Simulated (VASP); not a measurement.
# Si3N4 (P6_3/m) in VASP: further runs

The runs below take Si3N4 through relaxation of shape and atoms at fixed volume, with PBE+D3(BJ).

Program: VASP 6.6.1. These are calculated values, not measurements. Logs are shortened: lines on timing, memory, paths and dates and some standing lists are left out, and cuts for length are marked.

### Step 1. The cell of the first run

The structure is hexagonal, space group P6_3/m (No. 176). The conventional cell has a = 7.291 Å, b = 7.291 Å, c = 2.798 Å, α = 90.00°, β = 90.00°, γ = 120.00°. Si (site symmetry m) has 4 N at 1.66 to 1.67 Å within 2.2 Å. Within 2.2 Å of N (site symmetry m) lie 3 Si at 1.67 Å. N (site symmetry -6) has 3 Si at 1.66 Å within 2.2 Å.

### Step 2. Relaxation of shape and atoms at fixed volume, PBE+D3(BJ) (9.20 Å³/atom)

File INCAR:

```
SYSTEM = Si3N4
PREC = Accurate ; ENCUT = 600
EDIFF = 1E-6 ; ISMEAR = 0
SIGMA = 0.02 ; LREAL = .FALSE.
LASPH = .TRUE. ; NELM = 80
ALGO = Normal ; ISIF = 4
LWAVE = .FALSE. ; LCHARG = .FALSE.
GGA = PE ; IVDW = 12
IBRION = 2 ; NSW = 50
EDIFFG = -0.01
```

File KPOINTS:

```
Automatic mesh
0
G
  6 6 8
  0 0 0
```

File POSCAR:

```
Si3N4
1.0
    7.2905646316      0.0000000000      0.0000000000
   -3.6452823158      6.3138141790      0.0000000000
    0.0000000000      0.0000000000      2.7981442837
Si N
6 8
Direct
    0.7610582165      0.1675982012      0.3256285714
    0.5934600153      0.7610582165      0.8256285714
    0.8324017988      0.5934600153      0.3256285714
    0.2389417835      0.8324017988      0.8256285714
    0.4065399847      0.2389417835      0.3256285714
    0.1675982012      0.4065399847      0.8256285714
    0.0238244980      0.3282318658      0.3256285714
    0.6955926323      0.0238244980      0.8256285714
    0.6717681342      0.6955926323      0.3256285714
    0.9761755020      0.6717681342      0.8256285714
    0.3044073677      0.9761755020      0.3256285714
    0.3282318658      0.3044073677      0.8256285714
    0.3333333333      0.6666666667     -0.1743714286
    0.6666666667      0.3333333333      0.3256285714
```

Potentials or basis: VASP PAW PBE potentials, release 64 (Si, N).

The run is started by

```
> cat potpaw_PBE.64/Si/POTCAR potpaw_PBE.64/N/POTCAR > POTCAR
> mpirun -np 1 vasp_std > vasp.out
```

OUTCAR:

```text
SYSTEM = Si3N4
   PREC = Accurate
   ENCUT = 600
   EDIFF = 1E-6
   ISMEAR = 0
   LREAL = .FALSE.
   LASPH = .TRUE.
   NELM = 80
   ISIF = 4
   GGA = PE
   IVDW = 12
   IBRION = 2
   NSW = 50
   EDIFFG = -0.01
 IVDW          = 12

 ion  position               nearest neighbor table
   1  0.761  0.168  0.326-  14 1.66   8 1.67   8 1.67   7 1.67   5 2.88   3 2.88   6 2.93   6 2.93
                             2 2.93   2 2.93
   2  0.593  0.761  0.826-  13 1.66   9 1.67   9 1.67   8 1.67   4 2.88   6 2.88   3 2.93   3 2.93
                             1 2.93   1 2.93
   3  0.832  0.593  0.326-  14 1.66  10 1.67  10 1.67   9 1.67   5 2.88   1 2.88   2 2.93   2 2.93
                             4 2.93   4 2.93
   4  0.239  0.832  0.826-  13 1.66  11 1.67  11 1.67  10 1.67   2 2.88   6 2.88   3 2.93   3 2.93
                             5 2.93   5 2.93
   5  0.407  0.239  0.326-  14 1.66  12 1.67  12 1.67  11 1.67   1 2.88   3 2.88   6 2.93   6 2.93
                             4 2.93   4 2.93
   6  0.168  0.407  0.826-  13 1.66   7 1.67   7 1.67  12 1.67   2 2.88   4 2.88   5 2.93   5 2.93
                             1 2.93   1 2.93
   7  0.024  0.328  0.326-   6 1.67   6 1.67   1 1.67
   8  0.696  0.024  0.826-   1 1.67   1 1.67   2 1.67
   9  0.672  0.696  0.326-   2 1.67   2 1.67   3 1.67
  10  0.976  0.672  0.826-   3 1.67   3 1.67   4 1.67
  11  0.304  0.976  0.326-   4 1.67   4 1.67   5 1.67
  12  0.328  0.304  0.826-   5 1.67   5 1.67   6 1.67
  13  0.333  0.667  0.826-   4 1.66   6 1.66   2 1.66
  14  0.667  0.333  0.326-   1 1.66   3 1.66   5 1.66

  LATTYP: Found a hexagonal cell.
 ALAT       =     7.2905646316
 C/A-ratio  =     0.3838035084

  Lattice vectors:

 A1 = (   7.2905646316,   0.0000000000,   0.0000000000)
 A2 = (  -3.6452823158,   6.3138141790,   0.0000000000)
 A3 = (   0.0000000000,   0.0000000000,   2.7981442837)

Analysis of symmetry for initial positions (statically):
=====================================================================
 Subroutine PRICEL returns:
 Original cell was already a primitive cell.

 Routine SETGRP: Setting up the symmetry group for a
 hexagonal supercell.

 Subroutine GETGRP returns: Found 12 space group operations
 (whereof  3 operations were pure point group operations)
 out of a pool of 24 trial point group operations.

The static configuration has the point symmetry C_3 .
 The point group associated with its full space group is C_6h.

Analysis of symmetry for dynamics (positions and initial velocities):
=====================================================================
 Subroutine PRICEL returns:
 Original cell was already a primitive cell.

 Routine SETGRP: Setting up the symmetry group for a
 hexagonal supercell.

 Subroutine GETGRP returns: Found 12 space group operations
 (whereof  3 operations were pure point group operations)
 out of a pool of 24 trial point group operations.

The dynamic configuration has the point symmetry C_3 .
 The point group associated with its full space group is C_6h.

 Subroutine INISYM returns: Found 12 space group operations
 (whereof  3 operations are pure point group operations),
 and found     1 'primitive' translations

----------------------------------------------------------------------------------------

                                     Primitive cell

  volume of cell :     128.8021

  direct lattice vectors                    reciprocal lattice vectors
     7.290564632  0.000000000  0.000000000     0.137163588  0.079191434  0.000000000
    -3.645282316  6.313814179  0.000000000     0.000000000  0.158382868  0.000000000
     0.000000000  0.000000000  2.798144284     0.000000000  0.000000000  0.357379713

  length of vectors
     7.290564632  7.290564632  2.798144284     0.158382868  0.158382868  0.357379713

  position of ions in fractional coordinates (direct lattice)
     0.761058216  0.167598201  0.325628571
     0.593460015  0.761058216  0.825628571
     0.832401799  0.593460015  0.325628571
     0.238941784  0.832401799  0.825628571
     0.406539985  0.238941784  0.325628571
     0.167598201  0.406539985  0.825628571
     0.023824498  0.328231866  0.325628571
     0.695592632  0.023824498  0.825628571
     0.671768134  0.695592632  0.325628571
     0.976175502  0.671768134  0.825628571
     0.304407368  0.976175502  0.325628571
     0.328231866  0.304407368  0.825628571
     0.333333333  0.666666667  0.825628571
     0.666666667  0.333333333  0.325628571

  ion indices of the primitive-cell ions
   primitive index   ion index
                 1           1
                 2           2
                 3           3
                 4           4
                 5           5
                 6           6
                 7           7
                 8           8
                 9           9
                10          10
                11          11
                12          12
                13          13
                14          14

----------------------------------------------------------------------------------------

 KPOINTS: Automatic mesh

Automatic generation of k-mesh.
 Grid dimensions read from file:
 generate k-points for:    6    6    8

 Generating k-lattice:

  Cartesian coordinates                     Fractional coordinates (reciprocal lattice)
     0.022860598  0.013198572  0.000000000     0.166666667  0.000000000  0.000000000
     0.000000000  0.026397145  0.000000000     0.000000000  0.166666667  0.000000000
     0.000000000  0.000000000  0.044672464     0.000000000  0.000000000  0.125000000

  Length of vectors
     0.026397145  0.026397145  0.044672464

  Shift w.r.t. Gamma in fractional coordinates (k-lattice)
     0.000000000  0.000000000  0.000000000

 Subroutine IBZKPT returns following result:
 ===========================================

 Found     40 irreducible k-points:

 Following reciprocal coordinates:
            Coordinates               Weight
  0.000000  0.000000  0.000000      1.000000
  0.166667  0.000000  0.000000      6.000000
  0.333333  0.000000  0.000000      6.000000
  0.500000  0.000000  0.000000      3.000000
  0.166667  0.166667  0.000000      6.000000
  0.333333  0.166667  0.000000      6.000000
[... 16 lines left out ...]
 -0.333333  0.500000 -0.250000     12.000000
  0.333333  0.333333  0.250000      4.000000
 [... further k-points ...]
   k-points           NKPTS =     40   k-points in BZ     NKDIM =     40   number of bands    NBANDS=     40
   number of dos      NEDOS =    301   number of ions     NIONS =     14
   total plane-waves  NPLWV =  86400
   dimension x,y,z NGX =    60 NGY =   60 NGZ =   24
   dimension x,y,z NGXF=   120 NGYF=  120 NGZF=   48
   ions per type =               6   8
   NGX,Y,Z   is equivalent  to a cutoff of  13.68, 13.68, 14.26 a.u.
   NGXF,Y,Z  is equivalent  to a cutoff of  27.36, 27.36, 28.52 a.u.
 SYSTEM =  Si3N4
   PREC   = accura    normal or accurate (medium, high low for compatibility)
   ISTART =      0    job   : 0-new  1-cont  2-samecut
   ICHARG =      2    charge: 1-file 2-atom 10-const
   ISPIN  =      1    spin polarized calculation?
   LNONCOLLINEAR =      F non collinear calculations
   LSORBIT =      F    spin-orbit coupling
   LASPH  =      T    aspherical Exc in radial PAW
   ENCUT  =  600.0 eV  44.10 Ry    6.64 a.u.  14.56 14.56  5.59*2*pi/ulx,y,z
   NELM   =     80;   NELMIN=  2; NELMDL= -5     # of ELM steps
   EDIFF  = 0.1E-05   stopping-criterion for ELM
   LREAL  =      F    real-space projection
   EDIFFG = -.1E-01   stopping-criterion for IOM
   NSW    =     50    number of steps for IOM
   IBRION =      2    ionic relax: 0-MD 1-quasi-New 2-CG
   NFREE  =      1    steps in history (QN), initial steepest desc. (CG)
   ISIF   =      4    stress and relaxation
   ISYM   =      2    0-nonsym 1-usesym 2-fastsym
   POTIM  = 0.5000    time-step for ionic-motion
   TEBEG  =    0.0;   TEEND  =   0.0 temperature during run
   PSTRESS=    0.0 pullay stress
   NELECT =      64.0000    total number of electrons
   NUPDOWN=      -1.0000    fix difference up-down
   EMIN   =  10.00;   EMAX   =-10.00  energy-range for DOS
   EFERMI =   0.00;   METHOD = LEGACY
   ISMEAR =     0;   SIGMA  =   0.02  broadening in eV -4-tet -1-fermi 0-gaus
   EFERMI_NEDOS =   21; number of points for ismear=-14 and -15
   IALGO  =     38    algorithm
   IMIX   =      4    mixing-type and parameters
     AMIX     =   0.40;   BMIX     =  1.00
     AMIX_MAG =   1.60;   BMIX_MAG =  1.00
  volume/ion in A,a.u.               =       9.20        62.09
  Fermi-wavevector in a.u.,A,eV,Ry     =   1.296663  2.450338 22.875952  1.681335
  Thomas-Fermi vector in A             =   2.428105
   LORBIT       =      0    0 simple, 1 ext, 2 COOP (PROOUT), +10 PAW based schemes
   GGA     = PE    functional components
   LHFCALC =     F    Hartree Fock is set to
   AEXX    =    0.0000 exact exchange contribution
   IVDW    =    12    specifies the selected vdW correction
   LEPSILON=     F    determine dielectric tensor
   LRPA    =     F    only Hartree local field effects (RPA)
 conjugate gradient relaxation of ions
 non-spin polarized calculation
 Gauss-broadening in eV      SIGMA  =   0.02
  energy-cutoff  :      600.00
  volume of cell :      128.80
 maximum number of plane-waves:      4349
 NGX is ok and might be reduce to    60
   NGX = 29   NGY = 29   NGZ = 11

--------------------------------------- Ionic step        1  -------------------------------------------

 number of electron      63.9999997 magnetization

 Free energy of the ion-electron system (eV)
  ---------------------------------------------------
  ext. energy  EPLUGINS =         0.00000000
  ---------------------------------------------------
  free energy    TOTEN  =      -112.09683312 eV

  energy without entropy =     -112.09683312  energy(sigma->0) =     -112.09683312

------------------------ aborting loop because EDIFF is reached ----------------------------------------

 Edisp (eV)   -4.08324

 E8    (eV) :    -1.4540
[... 141 lines left out ...]
  FREE ENERGIE OF THE ION-ELECTRON SYSTEM (eV)
  ---------------------------------------------------
  free  energy   TOTEN  =      -116.1822369044 eV

  energy  without entropy=     -116.1822369044  energy(sigma->0) =     -116.18223690

[... ionic steps 4 to 9 ...]

--------------------------------------- Ionic step       10  -------------------------------------------

 number of electron      63.9999998 magnetization

------------------------ aborting loop because EDIFF is reached ----------------------------------------
[... 99 lines left out ...]
--------------------------------------- Ionic step       12  -------------------------------------------

 number of electron      63.9999997 magnetization

 Free energy of the ion-electron system (eV)
  ---------------------------------------------------
  ext. energy  EPLUGINS =         0.00000000
  ---------------------------------------------------
  free energy    TOTEN  =      -112.10455302 eV

  energy without entropy =     -112.10455302  energy(sigma->0) =     -112.10455302

 E-fermi :   8.2343     XC(G=0): -11.3730

 val. band max:        8.1356624175   @ k =   0.0000   0.0000   0.1250
 cond. band min:      12.8229000269   @ k =   0.0000   0.0000   0.0000
 fundamental gap:      4.6872376093
 Fermi energy:         8.2343010060

 k-point     1 :       0.0000    0.0000    0.0000
  band No.  band energies     occupation
      1     -11.0248      2.00000
      2      -9.2774      2.00000
      3      -9.2774      2.00000
      4      -8.5600      2.00000
      5      -8.5364      2.00000
      6      -8.5364      2.00000
[... 1021 lines left out ...]
     39      16.2975      0.00000
     40      16.4252      0.00000

 [... further k-points ...]

------------------------ aborting loop because EDIFF is reached ----------------------------------------

 Edisp (eV)   -4.08284

 E8    (eV) :    -1.4537
[... 37 lines left out ...]
  FREE ENERGIE OF THE ION-ELECTRON SYSTEM (eV)
  ---------------------------------------------------
  free  energy   TOTEN  =      -116.1873907935 eV

  energy  without entropy=     -116.1873907935  energy(sigma->0) =     -116.18739079

 reached required accuracy - stopping structural energy minimisation
```

It took 9.4 min on 1 thread of Intel Xeon 6975P-C (Granite Rapids), shared host; peak memory 0.42 GiB.

What came out:

| Item | Value |
| --- | --- |
| Free energy | -116.1874 eV |
| Energy gained by relaxing | 0.5 meV/atom |
| Ionic steps | 12 |
| Pressure after relaxing | 38.6 GPa |
| Largest force after relaxing | 0.007 eV/Å |
| Band gap on the k mesh | 4.69 eV (least direct gap 4.92 eV) |
| Dispersion energy per atom | -0.292 eV |

Forces on the atoms (eV/Å):
```
Si   0.003 -0.006  0.000
Si   0.006  0.000  0.000
Si   0.003  0.005  0.000
Si  -0.003  0.006  0.000
Si  -0.006  0.000  0.000
Si  -0.003 -0.005  0.000
N   -0.003  0.006  0.000
N   -0.007  0.000  0.000
N   -0.004 -0.006  0.000
N    0.003 -0.006  0.000
N    0.007  0.000  0.000
N    0.004  0.006  0.000
N    0.000  0.000  0.000
N    0.000  0.000  0.000
```

Stress tensor (GPa, compression positive):
```
38.62  0.00  0.00
 0.00 38.62  0.00
 0.00  0.00 38.70
```

The path:
| step | energy change (eV) | largest force (eV/Å) | pressure (GPa) | volume (Å³) |
| --- | --- | --- | --- | --- |
| 1 | 0.0000 | 0.0681 | 39.21 | 128.80 |
| 2 | -0.0021 | 0.1216 | 39.07 | 128.80 |
| 3 | -0.0022 | 0.1336 | 39.05 | 128.80 |
| 4 | -0.0032 | 0.0996 | 38.99 | 128.80 |
| 5 | -0.0042 | 0.0870 | 38.87 | 128.80 |
| 6 | -0.0051 | 0.0682 | 38.82 | 128.80 |
| 7 | -0.0058 | 0.0522 | 38.75 | 128.80 |
| 8 | -0.0066 | 0.0326 | 38.72 | 128.80 |
| 9 | -0.0071 | 0.0264 | 38.67 | 128.80 |
| 10 | -0.0072 | 0.0150 | 38.66 | 128.80 |
| 11 | -0.0073 | 0.0141 | 38.66 | 128.80 |
| 12 | -0.0073 | 0.0070 | 38.64 | 128.80 |

Final structure:
```
Si N
1.0
     7.28584    0.00000    0.00000
    -3.64292    6.30972    0.00000
     0.00000    0.00000    2.80178
Si N
6 8
Direct
  0.75827 0.16492 0.32563
  0.59335 0.75827 0.82563
  0.83508 0.59335 0.32563
  0.24173 0.83508 0.82563
  0.40665 0.24173 0.32563
  0.16492 0.40665 0.82563
  0.02137 0.32725 0.32563
  0.69412 0.02137 0.82563
  0.67275 0.69412 0.32563
  0.97863 0.67275 0.82563
  0.30588 0.97863 0.32563
  0.32725 0.30588 0.82563
  0.33333 0.66667 0.82563
  0.66667 0.33333 0.32563
```

### Step 3. Relaxation of shape and atoms at fixed volume, PBE+D3(BJ) (11.08 Å³/atom)

This run uses another cell than the first one, of 11.08 Å³/atom.

File INCAR:

```
SYSTEM = Si3N4
  PREC = Accurate
  ENCUT = 600
  EDIFF = 1E-6
  ISMEAR = 0
  SIGMA = 0.02
  LREAL = .FALSE.
  LASPH = .TRUE.
  NELM = 60
  ALGO = Normal
  ISIF = 4
  LWAVE = .FALSE.
  LCHARG = .FALSE.
  GGA = PE
  IVDW = 12
  IBRION = 2
  NSW = 50
  EDIFFG = -0.01
```

KPOINTS is that of step 2.

File POSCAR:

```
Si3N4
1.0
    7.7714499582      0.0000000000      0.0000000000
   -3.8857249791      6.7302730881      0.0000000000
    0.0000000000      0.0000000000      2.9662757198
Si N
6 8
Direct
    0.7695085973      0.1756827068      0.3256285714
    0.5938258905      0.7695085973      0.8256285714
    0.8243172932      0.5938258905      0.3256285714
    0.2304914027      0.8243172932      0.8256285714
    0.4061741095      0.2304914027      0.3256285714
    0.1756827068      0.4061741095      0.8256285714
    0.0314404017      0.3303292651      0.3256285714
    0.7011111366      0.0314404017      0.8256285714
    0.6696707349      0.7011111366      0.3256285714
    0.9685595983      0.6696707349      0.8256285714
    0.2988888634      0.9685595983      0.3256285714
    0.3303292651      0.2988888634      0.8256285714
    0.3333333333      0.6666666667     -0.1743714286
    0.6666666667      0.3333333333      0.3256285714
```

Potentials or basis: VASP PAW PBE potentials, release 64 (Si, N).

The run is started by

```
> cat potpaw_PBE.64/Si/POTCAR potpaw_PBE.64/N/POTCAR > POTCAR
> mpirun -np 1 vasp_std > vasp.out
```

Run time: 20 min. Hardware: 1 thread of Oxide Virtual Turin-like, shared host; peak memory 0.44 GiB.

The run converged. Its results:

- Free energy: -117.7388 eV
- Energy gained by relaxing: 0.2 meV/atom
- Ionic steps: 8
- Pressure after relaxing: -12.9 GPa
- Largest force after relaxing: 0.005 eV/Å
- Band gap on the k mesh: 4.13 eV (least direct gap 4.30 eV)
- Dispersion energy per atom: -0.241 eV

Forces in eV/Å, atoms in the order of the input:
```
Si   0.001 -0.002  0.000
Si   0.002  0.000  0.000
Si   0.001  0.002  0.000
Si  -0.001  0.002  0.000
Si  -0.002  0.000  0.000
Si  -0.001 -0.002  0.000
N    0.003 -0.004  0.000
N    0.005  0.000  0.000
N    0.002  0.005  0.000
N   -0.003  0.004  0.000
N   -0.005  0.000  0.000
N   -0.002 -0.005  0.000
N    0.000  0.000  0.000
N    0.000  0.000  0.000
```

The path:
| step | energy change (eV) | largest force (eV/Å) | pressure (GPa) | volume (Å³) |
| --- | --- | --- | --- | --- |
| 1 | 0.0000 | 0.0380 | -13.08 | 155.15 |
| 2 | -0.0008 | 0.0493 | -13.03 | 155.15 |
| 3 | -0.0008 | 0.0525 | -13.02 | 155.15 |
| 4 | -0.0014 | 0.0278 | -13.00 | 155.15 |
| 5 | -0.0015 | 0.0507 | -12.98 | 155.15 |
| 6 | -0.0020 | 0.0366 | -12.96 | 155.15 |
| 7 | -0.0023 | 0.0239 | -12.93 | 155.15 |
| 8 | -0.0024 | 0.0052 | -12.92 | 155.15 |

Final structure:
```xyz
14
Lattice="7.7745 0.0000 0.0000 -3.8873 6.7329 0.0000 0.0000 0.0000 2.9639" Properties=species:S:1:pos:R:3 pbc="T T T"
Si    5.3055    1.1925    0.9651
Si    1.6200    5.1910    2.4471
Si    4.0890    3.9985    0.9651
Si   -1.4183    5.5404    2.4471
Si    2.2673    1.5420    0.9651
Si   -0.2017    2.7345    2.4471
N    -1.0304    2.2266    0.9651
N     5.3310    0.2209    2.4471
N     2.4742    4.7273    0.9651
N     4.9177    4.5063    2.4471
N    -1.4437    6.5120    0.9651
N     1.4131    2.0057    2.4471
N     0.0000    4.4886    2.4471
N     3.8873    2.2443    0.9651
```

Levels at points of the mesh, in eV from the valence-band top:
| k point | band 30 | band 31 | band 32 | band 33 | band 34 | band 35 |
| --- | --- | --- | --- | --- | --- | --- |
| (0.00, 0.00, 0.00) | -0.41 | -0.39 | -0.17 | 4.13 | 4.22 | 4.57 |
| (0.50, 0.00, 0.00) | -0.73 | -0.29 | -0.22 | 4.29 | 4.44 | 4.62 |
| (0.00, 0.00, 0.50) | -1.50 | -1.20 | -1.20 | 4.51 | 4.51 | 4.51 |
| (0.50, 0.00, 0.50) | -1.39 | -0.95 | -0.95 | 4.48 | 4.48 | 5.57 |
